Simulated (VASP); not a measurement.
# Cr (Im-3m) in VASP: a series of runs, part 2 of 2

VASP 6.6.1. Earlier steps stand in the parts before.

## (3) Single point, LDA, collinear spin, ferromagnetic start

This run uses another cell than the first one, of 11.94 Å³/atom.

INCAR reads:

```
PREC = Accurate
ENCUT = 520
EDIFF = 1E-7
ISMEAR = 0
SIGMA = 0.05
LREAL = False
LASPH = True
NELM = 150
ALGO = Normal
ISIF = 2
LWAVE = False
LCHARG = True
ISPIN = 2
MAGMOM = 2
LORBIT = 11
LMAXMIX = 4
LELF = True
LVHAR = True
NBANDS = 16
```

KPOINTS reads:

```
Automatic mesh
0
Gamma
  20 20 20
```

POSCAR reads:

```
Cr
1.0
   -1.4400000000      1.4400000000      1.4400000000
    1.4400000000     -1.4400000000      1.4400000000
    1.4400000000      1.4400000000     -1.4400000000
Cr
1
Direct
    0.0000000000      0.0000000000      0.0000000000
```

Potentials or basis: VASP PAW LDA potentials, release 64 (Cr_pv).

On the command line:

```
$ cat potpaw_LDA.64/Cr_pv/POTCAR > POTCAR
$ mpirun -np 1 vasp_std > vasp.out
```

OUTCAR:

```text
PREC = Accurate
   ENCUT = 520
   EDIFF = 1E-7
   ISMEAR = 0
   LREAL = False
   LASPH = True
   NELM = 150
   ISIF = 2
   ISPIN = 2
   LORBIT = 11

 ion  position               nearest neighbor table
   1  0.000  0.000  0.000-

  LATTYP: Found a body centered cubic cell.
 ALAT       =     2.8800000000

  Lattice vectors:

 A1 = (  -1.4400000000,   1.4400000000,   1.4400000000)
 A2 = (   1.4400000000,  -1.4400000000,   1.4400000000)
 A3 = (   1.4400000000,   1.4400000000,  -1.4400000000)

Analysis of symmetry for initial positions (statically):
=====================================================================
 Subroutine PRICEL returns:
 Original cell was already a primitive cell.

 Routine SETGRP: Setting up the symmetry group for a
 body centered cubic supercell.

 Subroutine GETGRP returns: Found 48 space group operations
 (whereof 48 operations were pure point group operations)
 out of a pool of 48 trial point group operations.

The static configuration has the point symmetry O_h .

Analysis of symmetry for dynamics (positions and initial velocities):
=====================================================================
 Subroutine PRICEL returns:
 Original cell was already a primitive cell.

 Routine SETGRP: Setting up the symmetry group for a
 body centered cubic supercell.

 Subroutine GETGRP returns: Found 48 space group operations
 (whereof 48 operations were pure point group operations)
 out of a pool of 48 trial point group operations.

The dynamic configuration has the point symmetry O_h .

Analysis of structural, dynamic, and magnetic symmetry:
=====================================================================
 Subroutine PRICEL returns:
 Original cell was already a primitive cell.

 Routine SETGRP: Setting up the symmetry group for a
 body centered cubic supercell.

 Subroutine GETGRP returns: Found 48 space group operations
 (whereof 48 operations were pure point group operations)
 out of a pool of 48 trial point group operations.

The overall configuration has the point symmetry O_h .

 Subroutine INISYM returns: Found 48 space group operations
 (whereof 48 operations are pure point group operations),
 and found     1 'primitive' translations

----------------------------------------------------------------------------------------

                                     Primitive cell

  volume of cell :      11.9439

  direct lattice vectors                    reciprocal lattice vectors
    -1.440000000  1.440000000  1.440000000     0.000000000  0.347222222  0.347222222
     1.440000000 -1.440000000  1.440000000     0.347222222  0.000000000  0.347222222
     1.440000000  1.440000000 -1.440000000     0.347222222  0.347222222  0.000000000

  length of vectors
     2.494153163  2.494153163  2.494153163     0.491046376  0.491046376  0.491046376

  position of ions in fractional coordinates (direct lattice)
     0.000000000  0.000000000  0.000000000

  ion indices of the primitive-cell ions
   primitive index   ion index
                 1           1

[... 33 lines left out ...]
  0.250000  0.000000  0.000000     12.000000
[... 16 lines left out ...]
  0.200000  0.100000  0.000000     48.000000
  0.250000  0.100000  0.000000     48.000000
 [... further k-points ...]
   k-points           NKPTS =    256   k-points in BZ     NKDIM =    256   number of bands    NBANDS=     16
   number of dos      NEDOS =    301   number of ions     NIONS =      1
   total plane-waves  NPLWV =   8000
   dimension x,y,z NGX =    20 NGY =   20 NGZ =   20
   dimension x,y,z NGXF=    40 NGYF=   40 NGZF=   40
   ions per type =               1
   NGX,Y,Z   is equivalent  to a cutoff of  13.33, 13.33, 13.33 a.u.
   NGXF,Y,Z  is equivalent  to a cutoff of  26.66, 26.66, 26.66 a.u.
 SYSTEM =  unknown system
   PREC   = accura    normal or accurate (medium, high low for compatibility)
   ISTART =      0    job   : 0-new  1-cont  2-samecut
   ICHARG =      2    charge: 1-file 2-atom 10-const
   ISPIN  =      2    spin polarized calculation?
   LNONCOLLINEAR =      F non collinear calculations
   LSORBIT =      F    spin-orbit coupling
   LASPH  =      T    aspherical Exc in radial PAW
   ENCUT  =  520.0 eV  38.22 Ry    6.18 a.u.   4.64  4.64  4.64*2*pi/ulx,y,z
   NELM   =    150;   NELMIN=  2; NELMDL= -5     # of ELM steps
   EDIFF  = 0.1E-06   stopping-criterion for ELM
   LREAL  =      F    real-space projection
   EDIFFG = 0.1E-05   stopping-criterion for IOM
   NSW    =      0    number of steps for IOM
   IBRION =     -1    ionic relax: 0-MD 1-quasi-New 2-CG
   NFREE  =      0    steps in history (QN), initial steepest desc. (CG)
   ISIF   =      2    stress and relaxation
   ISYM   =      2    0-nonsym 1-usesym 2-fastsym
   POTIM  = 0.5000    time-step for ionic-motion
   TEBEG  =    0.0;   TEEND  =   0.0 temperature during run
   PSTRESS=    0.0 pullay stress
   NELECT =      12.0000    total number of electrons
   NUPDOWN=      -1.0000    fix difference up-down
   EMIN   =  10.00;   EMAX   =-10.00  energy-range for DOS
   EFERMI =   0.00;   METHOD = LEGACY
   ISMEAR =     0;   SIGMA  =   0.05  broadening in eV -4-tet -1-fermi 0-gaus
   EFERMI_NEDOS =   21; number of points for ismear=-14 and -15
   IALGO  =     38    algorithm
   IMIX   =      4    mixing-type and parameters
     AMIX     =   0.40;   BMIX     =  1.00
     AMIX_MAG =   1.60;   BMIX_MAG =  1.00
  volume/ion in A,a.u.               =      11.94        80.60
  Fermi-wavevector in a.u.,A,eV,Ry     =   1.639656  3.098501 36.578882  2.688472
  Thomas-Fermi vector in A             =   2.730425
   LORBIT       =     11    0 simple, 1 ext, 2 COOP (PROOUT), +10 PAW based schemes
   GGA     = CA    functional components
   LHFCALC =     F    Hartree Fock is set to
   AEXX    =    0.0000 exact exchange contribution
   IVDW    =     0    specifies the selected vdW correction
   LEPSILON=     F    determine dielectric tensor
   LRPA    =     F    only Hartree local field effects (RPA)
 spin polarized calculation
 Gauss-broadening in eV      SIGMA  =   0.05
  energy-cutoff  :      520.00
  volume of cell :       11.94
 maximum number of plane-waves:       336
   NGX =  9   NGY =  9   NGZ =  9

 number of electron      11.9999992 magnetization      -0.0003812

 number of electron      11.9999992 magnetization       0.0000033

 Free energy of the ion-electron system (eV)
  ---------------------------------------------------
  ext. energy  EPLUGINS =         0.00000000
  ---------------------------------------------------
  free energy    TOTEN  =       -10.54176477 eV

  energy without entropy =      -10.54075131  energy(sigma->0) =      -10.54125804

 E-fermi :  10.3271     XC(G=0): -13.8068

 val. band max:       10.3201752657   @ k =   0.1000   0.0500   0.0500
 cond. band min:      10.3312242190   @ k =   0.4500   0.1000   0.0000
 fundamental gap:      0.0110489534
 Fermi energy:        10.3270772867

 spin component 1

 k-point     1 :       0.0000    0.0000    0.0000
  band No.  band energies     occupation
      1     -32.0637      1.00000
      2     -32.0637      1.00000
      3     -32.0637      1.00000
      4       2.6474      1.00000
      5       9.4378      1.00000
      6       9.4378      1.00000
[... 435 lines left out ...]
      5       8.4377      1.00000
      6       8.9303      1.00000
[... 8 lines left out ...]
     15      39.4125      0.00000
     16      40.4184      0.00000

 [... further k-points ...]

 spin component 2

 k-point     1 :       0.0000    0.0000    0.0000
  band No.  band energies     occupation
      1     -32.0637      1.00000
      2     -32.0637      1.00000
      3     -32.0637      1.00000
      4       2.6474      1.00000
      5       9.4378      1.00000
      6       9.4378      1.00000
[... 435 lines left out ...]
      5       8.4377      1.00000
      6       8.9303      1.00000
[... 8 lines left out ...]
     15      39.4125      0.00000
     16      40.4184      0.00000

 [... further k-points ...]
[... 5 lines left out ...]
  --------------------------------------------------------------------------------------
  -------------------------------------------------------------------------------------
  Total       -1.7813612     -1.7813612     -1.7813612      0.0000000      0.0000000      0.0000000
  in kB     -238.9544369   -238.9544369   -238.9544369      0.0000000      0.0000000      0.0000000
  external PRESSURE =    -238.9544369 kB  Pullay stress =       0.0000000 kB

 VOLUME and BASIS-vectors are now :
 -----------------------------------------------------------------------------
  energy-cutoff  :      520.00
  volume of cell :       11.94
      direct lattice vectors                 reciprocal lattice vectors
    -1.440000000  1.440000000  1.440000000     0.000000000  0.347222222  0.347222222
     1.440000000 -1.440000000  1.440000000     0.347222222  0.000000000  0.347222222
     1.440000000  1.440000000 -1.440000000     0.347222222  0.347222222  0.000000000

 POSITION                                       TOTAL-FORCE (eV/Angst)
 -----------------------------------------------------------------------------------
      0.00000      0.00000      0.00000        -0.000000      0.000000     -0.000000
 -----------------------------------------------------------------------------------
    total drift:                                0.000000     -0.000000      0.000000

  FREE ENERGIE OF THE ION-ELECTRON SYSTEM (eV)
  ---------------------------------------------------
  free  energy   TOTEN  =       -10.5417647739 eV

  energy  without entropy=      -10.5407513142  energy(sigma->0) =      -10.54125804

 total charge

# of ion       s       p       d       tot
------------------------------------------
    1        0.416   6.378   4.198  10.992

 magnetization (x)

# of ion       s       p       d       tot
------------------------------------------
    1       -0.000  -0.000   0.000   0.000
```

OSZICAR:

```text
N       E                     dE             d eps       ncg     rms          rms(c)
DAV:   1     0.806952890992E+02    0.80695E+02   -0.64120E+03 16768   0.894E+02
DAV:   2    -0.101557860849E+02   -0.90851E+02   -0.86073E+02 17800   0.247E+02
DAV:   3    -0.117221962307E+02   -0.15664E+01   -0.15637E+01 18560   0.358E+01
DAV:   4    -0.117278717666E+02   -0.56755E-02   -0.56755E-02 19184   0.214E+00
DAV:   5    -0.117279150797E+02   -0.43313E-04   -0.43313E-04 18656   0.168E-01    0.147E+01
DAV:   6    -0.105563993986E+02    0.11715E+01   -0.23562E+00 16648   0.277E+01    0.290E+00
DAV:   7    -0.105541279367E+02    0.22715E-02   -0.74221E-02 17080   0.324E+00    0.132E+00
DAV:   8    -0.105455414361E+02    0.85865E-02   -0.36535E-03 18904   0.553E-01    0.750E-01
DAV:   9    -0.105416531159E+02    0.38883E-02   -0.15321E-03 17920   0.458E-01    0.137E-01
DAV:  10    -0.105417502246E+02   -0.97109E-04   -0.16801E-04 18152   0.115E-01    0.318E-02
DAV:  11    -0.105417616302E+02   -0.11406E-04   -0.52783E-06 18328   0.241E-02    0.122E-02
DAV:  12    -0.105417638002E+02   -0.21700E-05   -0.37217E-07 18296   0.731E-03    0.619E-03
DAV:  13    -0.105417647654E+02   -0.96522E-06   -0.11669E-07 15152   0.300E-03    0.195E-03
DAV:  14    -0.105417647739E+02   -0.84990E-08   -0.22850E-08  8520   0.180E-03
   1 F= -.10541765E+02 E0= -.10541258E+02  d E =-.101346E-02  mag=     0.0000
```

stdout:

```text
POSCAR found type information on POSCAR Cr
 POSCAR found :  1 types and       1 ions
 scaLAPACK will be used
 LDA part: xc-table for (Slater(with rela. corr.)+CA(PZ))
 , standard interpolation
 POSCAR, INCAR and KPOINTS ok, starting setup
 FFT: planning ... GRIDC
 FFT: planning ... GRID_SOFT
 FFT: planning ... GRID
 WAVECAR not read
 entering main loop
```

It took 53 s on 1 thread of Intel Xeon Platinum 8559C (Emerald Rapids), shared host; peak memory 0.18 GiB.

What came out:

| Property | Result |
| --- | --- |
| Free energy | -10.5418 eV |
| Pressure | -23.9 GPa |
| Band gap on the k mesh | zero (filled and empty bands overlap) |
| Net moment | 0.00 μB per cell |
| Valence electrons inside the program's atomic spheres | Cr 10.99 |

Caveat: the cell stands under tension.
